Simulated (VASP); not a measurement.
# Tl (Fm-3m) in VASP: further runs

Runs on Tl. Level: PBE. Tasks: single point, relaxation of cell and atoms.

Program: VASP 6.6.1. These are calculated values, not measurements. Logs are shortened: lines on timing, memory, paths and dates and some standing lists are left out, and cuts for length are marked.

### 1 The cell of the first run

It takes space group Fm-3m (No. 225, cubic). Conventional cell: a = 5.005 Å, b = 5.005 Å, c = 5.005 Å, α = 90.00°, β = 90.00°, γ = 90.00°. Within 4.7 Å of Tl (site symmetry m-3m) lie 12 Tl at 3.54 Å.

### 2 Single point, PBE

File INCAR:

```
PREC = Accurate
ENCUT = 520
EDIFF = 1E-6
ISMEAR = -1
SIGMA = 0.1
LREAL = F
LASPH = T
NELM = 100
ALGO = Normal
ISIF = 2
LWAVE = F
LCHARG = F
GGA = PE
NBANDS = 34
```

File KPOINTS:

```
regular mesh
0
Gamma
  5 5 5
```

File POSCAR:

```
Tl
1.0
    5.0053291974      0.0000000000      0.0000000000
    0.0000000000      5.0053291974      0.0000000000
    0.0000000000      0.0000000000      5.0053291974
Tl
4
Direct
    0.0000000000      0.0000000000      0.0000000000
    0.0000000000      0.5000000000      0.5000000000
    0.5000000000      0.0000000000      0.5000000000
    0.5000000000      0.5000000000      0.0000000000
```

Potentials or basis: VASP PAW PBE potentials, release 64 (Tl_d).

Launch:

```bash
> cat potpaw_PBE.64/Tl_d/POTCAR > POTCAR
> mpirun -np 1 vasp_std > vasp.out
```

OUTCAR:

```text
PREC = Accurate
   ENCUT = 520
   EDIFF = 1E-6
   ISMEAR = -1
   LREAL = F
   LASPH = T
   NELM = 100
   ISIF = 2
   GGA = PE

 ion  position               nearest neighbor table
   1  0.000  0.000  0.000-   2 3.54   3 3.54   4 3.54   2 3.54   3 3.54   2 3.54   4 3.54   2 3.54
                             3 3.54   4 3.54   3 3.54   4 3.54
   2  0.000  0.500  0.500-   1 3.54   3 3.54   4 3.54   1 3.54   4 3.54   1 3.54   3 3.54   1 3.54
                             3 3.54   4 3.54   4 3.54   3 3.54
   3  0.500  0.000  0.500-   1 3.54   2 3.54   4 3.54   1 3.54   4 3.54   2 3.54   4 3.54   4 3.54
                             1 3.54   2 3.54   1 3.54   2 3.54
   4  0.500  0.500  0.000-   1 3.54   2 3.54   3 3.54   2 3.54   3 3.54   1 3.54   3 3.54   3 3.54
                             1 3.54   2 3.54   2 3.54   1 3.54

  LATTYP: Found a simple cubic cell.
 ALAT       =     5.0053291974

  Lattice vectors:

 A1 = (   5.0053291974,   0.0000000000,   0.0000000000)
 A2 = (   0.0000000000,   5.0053291974,   0.0000000000)
 A3 = (   0.0000000000,   0.0000000000,   5.0053291974)

Analysis of symmetry for initial positions (statically):
=====================================================================
 Subroutine PRICEL returns following result:

  LATTYP: Found a face centered cubic cell.
 ALAT       =     5.0053291974

  Lattice vectors:

 A1 = (   2.5026645987,  -2.5026645987,   0.0000000000)
 A2 = (   2.5026645987,   0.0000000000,   2.5026645987)
 A3 = (   0.0000000000,  -2.5026645987,   2.5026645987)

   4 primitive cells build up your supercell.

 Routine SETGRP: Setting up the symmetry group for a
 simple cubic supercell.

 Subroutine GETGRP returns: Found 48 space group operations
 (whereof 48 operations were pure point group operations)
 out of a pool of 48 trial point group operations.

The static configuration has the point symmetry O_h .

Analysis of symmetry for dynamics (positions and initial velocities):
=====================================================================
 Subroutine PRICEL returns following result:

  LATTYP: Found a face centered cubic cell.
 ALAT       =     5.0053291974

  Lattice vectors:

 A1 = (   2.5026645987,  -2.5026645987,   0.0000000000)
 A2 = (   2.5026645987,   0.0000000000,   2.5026645987)
 A3 = (   0.0000000000,  -2.5026645987,   2.5026645987)

   4 primitive cells build up your supercell.

 Routine SETGRP: Setting up the symmetry group for a
 simple cubic supercell.

 Subroutine GETGRP returns: Found 48 space group operations
 (whereof 48 operations were pure point group operations)
 out of a pool of 48 trial point group operations.

The dynamic configuration has the point symmetry O_h .

 Subroutine INISYM returns: Found 48 space group operations
 (whereof 48 operations are pure point group operations),
 and found     4 'primitive' translations

----------------------------------------------------------------------------------------

                                     Primitive cell

  volume of cell :      31.3500

  direct lattice vectors                    reciprocal lattice vectors
     2.502664599 -2.502664599  0.000000000     0.199787059 -0.199787059 -0.199787059
     2.502664599  0.000000000  2.502664599     0.199787059  0.199787059  0.199787059
     0.000000000 -2.502664599  2.502664599    -0.199787059 -0.199787059  0.199787059

  length of vectors
     3.539302218  3.539302218  3.539302218     0.346041337  0.346041337  0.346041337

  position of ions in fractional coordinates (direct lattice)
     0.000000000  0.000000000  0.000000000

  ion indices of the primitive-cell ions
   primitive index   ion index
                 1           1

----------------------------------------------------------------------------------------

 KPOINTS: regular mesh

Automatic generation of k-mesh.
 Grid dimensions read from file:
 generate k-points for:    5    5    5

 Generating k-lattice:

  Cartesian coordinates                     Fractional coordinates (reciprocal lattice)
     0.039957412  0.000000000  0.000000000     0.200000000  0.000000000  0.000000000
     0.000000000  0.039957412  0.000000000     0.000000000  0.200000000  0.000000000
     0.000000000  0.000000000  0.039957412     0.000000000  0.000000000  0.200000000

  Length of vectors
     0.039957412  0.039957412  0.039957412

  Shift w.r.t. Gamma in fractional coordinates (k-lattice)
     0.000000000  0.000000000  0.000000000

 Subroutine IBZKPT returns following result:
 ===========================================

 Found     10 irreducible k-points:

 Following reciprocal coordinates:
            Coordinates               Weight
  0.000000  0.000000  0.000000      1.000000
  0.200000  0.000000  0.000000      6.000000
  0.400000  0.000000  0.000000      6.000000
  0.200000  0.200000  0.000000     12.000000
  0.400000  0.200000  0.000000     24.000000
  0.400000  0.400000  0.000000     12.000000
  0.200000  0.200000  0.200000      8.000000
  0.400000  0.200000  0.200000     24.000000
  0.400000  0.400000  0.200000     24.000000
  0.400000  0.400000  0.400000      8.000000
   k-points           NKPTS =     10   k-points in BZ     NKDIM =     10   number of bands    NBANDS=     34
   number of dos      NEDOS =    301   number of ions     NIONS =      4
   total plane-waves  NPLWV =  64000
   dimension x,y,z NGX =    40 NGY =   40 NGZ =   40
   dimension x,y,z NGXF=    80 NGYF=   80 NGZF=   80
   ions per type =               4
   NGX,Y,Z   is equivalent  to a cutoff of  13.29, 13.29, 13.29 a.u.
   NGXF,Y,Z  is equivalent  to a cutoff of  26.57, 26.57, 26.57 a.u.
 SYSTEM =  unknown system
   PREC   = accura    normal or accurate (medium, high low for compatibility)
   ISTART =      0    job   : 0-new  1-cont  2-samecut
   ICHARG =      2    charge: 1-file 2-atom 10-const
   ISPIN  =      1    spin polarized calculation?
   LNONCOLLINEAR =      F non collinear calculations
   LSORBIT =      F    spin-orbit coupling
   LASPH  =      T    aspherical Exc in radial PAW
   ENCUT  =  520.0 eV  38.22 Ry    6.18 a.u.   9.31  9.31  9.31*2*pi/ulx,y,z
   NELM   =    100;   NELMIN=  2; NELMDL= -5     # of ELM steps
   EDIFF  = 0.1E-05   stopping-criterion for ELM
   LREAL  =      F    real-space projection
   EDIFFG = 0.1E-04   stopping-criterion for IOM
   NSW    =      0    number of steps for IOM
   IBRION =     -1    ionic relax: 0-MD 1-quasi-New 2-CG
   NFREE  =      0    steps in history (QN), initial steepest desc. (CG)
   ISIF   =      2    stress and relaxation
   ISYM   =      2    0-nonsym 1-usesym 2-fastsym
   POTIM  = 0.5000    time-step for ionic-motion
   TEBEG  =    0.0;   TEEND  =   0.0 temperature during run
   PSTRESS=    0.0 pullay stress
   NELECT =      52.0000    total number of electrons
   NUPDOWN=      -1.0000    fix difference up-down
   EMIN   =  10.00;   EMAX   =-10.00  energy-range for DOS
   EFERMI =   0.00;   METHOD = LEGACY
   ISMEAR =    -1;   SIGMA  =   0.10  broadening in eV -4-tet -1-fermi 0-gaus
   EFERMI_NEDOS =   21; number of points for ismear=-14 and -15
   IALGO  =     38    algorithm
   IMIX   =      4    mixing-type and parameters
     AMIX     =   0.40;   BMIX     =  1.00
     AMIX_MAG =   1.60;   BMIX_MAG =  1.00
  volume/ion in A,a.u.               =      31.35       211.56
  Fermi-wavevector in a.u.,A,eV,Ry     =   1.220797  2.306971 20.277365  1.490344
  Thomas-Fermi vector in A             =   2.356001
   LORBIT       =      0    0 simple, 1 ext, 2 COOP (PROOUT), +10 PAW based schemes
   GGA     = PE    functional components
[... 5 lines left out ...]
 non-spin polarized calculation
  energy-cutoff  :      520.00
  volume of cell :      125.40
 maximum number of plane-waves:      3407
 NGX is ok and might be reduce to    40
   NGX = 19   NGY = 19   NGZ = 19

 number of electron      52.0000015 magnetization

 Free energy of the ion-electron system (eV)
  ---------------------------------------------------
  ext. energy  EPLUGINS =         0.00000000
  ---------------------------------------------------
  free energy    TOTEN  =        -8.80036825 eV

  energy without entropy =       -8.68127356  energy(sigma->0) =       -8.74082091

 E-fermi :   5.7576     XC(G=0):  -9.7382

 val. band max:        5.4814279360   @ k =   0.2000   0.2000   0.2000
 cond. band min:       5.7607030275   @ k =   0.4000   0.2000   0.0000
 fundamental gap:      0.2792750915
 Fermi energy:         5.7576295101

 k-point     1 :       0.0000    0.0000    0.0000
  band No.  band energies     occupation
      1      -6.1235      2.00000
      2      -6.1235      2.00000
      3      -6.1235      2.00000
      4      -6.0312      2.00000
      5      -6.0312      2.00000
      6      -6.0312      2.00000
[... 26 lines left out ...]
     33       9.5245      0.00000
     34      12.7121      0.00000

 k-point     2 :       0.2000    0.0000    0.0000
  band No.  band energies     occupation
      1      -6.0977      2.00000
      2      -6.0637      2.00000
      3      -6.0637      2.00000
      4      -5.9882      2.00000
      5      -5.9873      2.00000
      6      -5.9873      2.00000
[... 26 lines left out ...]
     33       9.8679      0.00000
     34      12.9720      0.00000

 k-point     3 :       0.4000    0.0000    0.0000
  band No.  band energies     occupation
      1      -6.0298      2.00000
      2      -5.9450      2.00000
      3      -5.8981      2.00000
      4      -5.8981      2.00000
      5      -5.8973      2.00000
      6      -5.8973      2.00000
[... 26 lines left out ...]
     33      10.8553      0.00000
     34      11.5331      0.00000

 k-point     4 :       0.2000    0.2000    0.0000
  band No.  band energies     occupation
      1      -6.0431      2.00000
      2      -6.0414      2.00000
      3      -6.0414      2.00000
      4      -5.9477      2.00000
      5      -5.9477      2.00000
      6      -5.9167      2.00000
[... 26 lines left out ...]
     33      10.1680      0.00000
     34      11.7466      0.00000

 k-point     5 :       0.4000    0.2000    0.0000
  band No.  band energies     occupation
      1      -5.9830      2.00000
      2      -5.9505      2.00000
      3      -5.9114      2.00000
      4      -5.8860      2.00000
      5      -5.8762      2.00000
      6      -5.8494      2.00000
[... 26 lines left out ...]
     33       9.7808      0.00000
     34      11.1282      0.00000

 k-point     6 :       0.4000    0.4000    0.0000
  band No.  band energies     occupation
      1      -5.9291      2.00000
      2      -5.8589      2.00000
      3      -5.8589      2.00000
      4      -5.8540      2.00000
      5      -5.8488      2.00000
      6      -5.8488      2.00000
[... 26 lines left out ...]
     33      11.7446      0.00000
     34      11.7473      0.00000

 k-point     7 :       0.2000    0.2000    0.2000
  band No.  band energies     occupation
      1      -6.0213      2.00000
      2      -6.0213      2.00000
      3      -6.0213      2.00000
      4      -5.8877      2.00000
      5      -5.8877      2.00000
      6      -5.8877      2.00000
[... 26 lines left out ...]
     33      10.4811      0.00000
     34      10.4811      0.00000

 k-point     8 :       0.4000    0.2000    0.2000
  band No.  band energies     occupation
      1      -5.9694      2.00000
      2      -5.9332      2.00000
      3      -5.9332      2.00000
      4      -5.9148      2.00000
      5      -5.8209      2.00000
      6      -5.8189      2.00000
[... 26 lines left out ...]
     33      10.6116      0.00000
     34      11.3874      0.00000

 k-point     9 :       0.4000    0.4000    0.2000
  band No.  band energies     occupation
      1      -5.9270      2.00000
      2      -5.9136      2.00000
      3      -5.9095      2.00000
      4      -5.9095      2.00000
      5      -5.8458      2.00000
      6      -5.8458      2.00000
[... 26 lines left out ...]
     33      11.9577      0.00000
     34      11.9578      0.00000

 k-point    10 :       0.4000    0.4000    0.4000
  band No.  band energies     occupation
      1      -5.9677      2.00000
      2      -5.9552      2.00000
      3      -5.9552      2.00000
      4      -5.9552      2.00000
      5      -5.8445      2.00000
      6      -5.8445      2.00000
[... 26 lines left out ...]
     33      12.6764      0.00000
     34      12.6764      0.00000

------------------------ aborting loop because EDIFF is reached ----------------------------------------

  FORCE on cell =-STRESS in cart. coord.  units (eV):
  Direction    XX          YY          ZZ          XY          YZ          ZX
  --------------------------------------------------------------------------------------
  -------------------------------------------------------------------------------------
  Total       -0.0309445     -0.0309445     -0.0309445      0.0000000     -0.0000000      0.0000000
  in kB       -0.3953626     -0.3953626     -0.3953626      0.0000000     -0.0000000      0.0000000
  external PRESSURE =      -0.3953626 kB  Pullay stress =       0.0000000 kB

 VOLUME and BASIS-vectors are now :
 -----------------------------------------------------------------------------
  energy-cutoff  :      520.00
  volume of cell :      125.40
      direct lattice vectors                 reciprocal lattice vectors
     5.005329197  0.000000000  0.000000000     0.199787059  0.000000000  0.000000000
     0.000000000  5.005329197  0.000000000     0.000000000  0.199787059  0.000000000
     0.000000000  0.000000000  5.005329197     0.000000000  0.000000000  0.199787059

 POSITION                                       TOTAL-FORCE (eV/Angst)
 -----------------------------------------------------------------------------------
      0.00000      0.00000      0.00000        -0.000000     -0.000000     -0.000000
      0.00000      2.50266      2.50266         0.000000      0.000000     -0.000000
      2.50266      0.00000      2.50266        -0.000000      0.000000     -0.000000
      2.50266      2.50266      0.00000         0.000000     -0.000000      0.000000
 -----------------------------------------------------------------------------------
    total drift:                               -0.000000     -0.000000     -0.000000

  FREE ENERGIE OF THE ION-ELECTRON SYSTEM (eV)
  ---------------------------------------------------
  free  energy   TOTEN  =        -8.8003682529 eV

  energy  without entropy=       -8.6812735619  energy(sigma->0) =       -8.74082091
```

Wall time 14 s (1 thread of Intel Xeon 6975P-C (Granite Rapids), shared host); peak memory 0.24 GiB.

Results:

| Property | Result |
| --- | --- |
| Free energy | -8.8004 eV |
| Pressure | 0.0 GPa |
| Band gap on the k mesh | zero (band 26 reaches 6.62 eV, above the bottom of band 27 at 3.51 eV) |

Caveat: spin-orbit coupling is left out, which moves the levels of the heavy elements.

### 3 Relaxation of cell and atoms, PBE

This run uses another cell than the first one, of 28.52 Å³/atom, 0.910 times its volume.

File INCAR:

```
SYSTEM = Tl
  ALGO = Normal
  EDIFF = 1E-7
  EDIFFG = -0.03
  ENCUT = 600
  GGA = PE
  IBRION = 2
  ISIF = 3
  ISMEAR = -1
  LASPH = .True.
  LCHARG = .False.
  LREAL = .False.
  LWAVE = .False.
  NELM = 100
  NSW = 80
  PREC = Accurate
  SIGMA = 0.1
```

File KPOINTS:

```
k-points
0
Gamma
  5 5 5
  0 0 0
```

File POSCAR:

```
Tl
1.0
    4.8500000000      0.0000000000      0.0000000000
    0.0000000000      4.8500000000      0.0000000000
    0.0000000000      0.0000000000      4.8500000000
Tl
4
Direct
    0.0000000000      0.0000000000      0.0000000000
    0.0000000000      0.5000000000      0.5000000000
    0.5000000000      0.0000000000      0.5000000000
    0.5000000000      0.5000000000      0.0000000000
```

Potentials or basis: VASP PAW PBE potentials, release 64 (Tl_d).

Launch:

```bash
> cat potpaw_PBE.64/Tl_d/POTCAR > POTCAR
> mpirun -np 1 vasp_std > vasp.out
```

Wall time 44 s (1 thread of Intel Xeon 6975P-C (Granite Rapids), shared host); peak memory 0.25 GiB.

It converged, with:

* Free energy: -8.7973 eV
* Relaxed volume: 31.37 Å³/atom
* Relaxed cell: a = 5.006 Å, b = 5.006 Å, c = 5.006 Å, α = 90.00°, β = 90.00°, γ = 90.00°
* Space group after relaxing (to 0.05 Å): Fm-3m (No. 225)
* Energy gained by relaxing: 24.1 meV/atom
* Ionic steps: 3
* Pressure after relaxing: 0.0 GPa
* Band gap on the k mesh: zero (band 26 reaches 6.61 eV, above the bottom of band 27 at 3.51 eV)

Step by step:
```tsv
step	energy change (eV)	largest force (eV/Å)	pressure (GPa)	volume (Å³)
1	0.0000	0.0000	3.04	114.08
2	-0.0938	0.0000	0.43	123.27
3	-0.0965	0.0000	-0.02	125.46
```

Final structure:
```
Tl
1.0
     5.00619    0.00000    0.00000
     0.00000    5.00619    0.00000
     0.00000    0.00000    5.00619
Tl
4
Direct
  0.00000 0.00000 0.00000
  0.00000 0.50000 0.50000
  0.50000 0.00000 0.50000
  0.50000 0.50000 0.00000
```

Levels at points of the mesh, in eV from the Fermi level:
```
           k point  band 24  band 25  band 26  band 27  band 28  band 29
(0.00, 0.00, 0.00)    -3.93    -1.65    -1.65    -1.65     3.77     3.77
```

Caveat: spin-orbit coupling is left out, which moves the levels of the heavy elements.
